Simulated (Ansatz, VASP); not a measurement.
# SiC in VASP and in Ansatz

Contents of INCAR:

```
PREC = Accurate
ENCUT = 520
EDIFF = 1E-6
ISMEAR = 0
SIGMA = 0.05
LREAL = F
LASPH = T
NELM = 80
ALGO = Normal
ISIF = 2
LWAVE = F
LCHARG = F
GGA = PE
NBANDS = 16
```

File KPOINTS:

```
regular mesh
0
Gamma
  12 12 6
```

The input POSCAR:

```
SiC
1.0
    3.0759982064      0.0153799910      0.0000000000
   -1.5246796403      2.6562025933      0.0000000000
    0.0000000000      0.0000000000      5.0480000000
Si C
2 2
Direct
    0.3333333333      0.6666666667      0.0000000000
    0.6666666667      0.3333333333      0.5000000000
    0.3333333333      0.6666666667      0.3850000000
    0.6666666667      0.3333333333      0.8850000000
```

Input for Ansatz:

```yaml
crystal:
  lattice:
    - [3.0759982064, 0.015379991, 0.0]
    - [-1.5246796403, 2.6562025933, 0.0]
    - [0.0, 0.0, 5.048]
  atoms:
    - { symbol: Si, position: [0.3333333333, 0.6666666667, 0.0] }
    - { symbol: Si, position: [0.6666666667, 0.3333333333, 0.5] }
    - { symbol: C, position: [0.3333333333, 0.6666666667, 0.385] }
    - { symbol: C, position: [0.6666666667, 0.3333333333, 0.885] }
basis:
  ecutwfc: 420
kpoints:
  mp_grid: { grid: [12, 12, 6] }
hamiltonian:
  xc: pbe
scf:
  occupations: { method: gaussian, width: 0.05 }
output:
  forces: true
  stress: true
  eigenvalues: true
```

Change from the starting cell: strain +0.0100 x Voigt [0, 0, 0, 0, 0, 1], atoms carried along.

Alike in both runs: task single point; functional PBE; k mesh 12 × 12 × 6; occupations gaussian, width 0.05 eV; no spin polarisation.

|  | VASP | Ansatz |
| --- | --- | --- |
| version | VASP 6.6.1 | Ansatz 0.2.0 |
| potentials or method | VASP PAW PBE potentials, release 64 (Si, C), cutoff 520 eV | scalar-relativistic, plane waves, PAW |
| valence electrons in the cell | 16 | 16 |

|  | VASP | Ansatz | Ansatz less VASP |
| --- | --- | --- | --- |
| gap on the k mesh at the Fermi level (eV) | 2.32 | 2.33 | +0.003 |
| least direct gap on the mesh (eV) | 4.03 | 4.03 | +0.004 |
| pressure (GPa) | 3.7 | 3.7 | +0.05 |
| traceless stress, the component that is largest in VASP (GPa) | -3.24 | -3.26 | -0.020 |
| rms of the force components (eV/Å) | 0.439 | 0.439 | -0.0001 |

Atom by atom the forces differ by 0.000 eV/Å (rms over components).
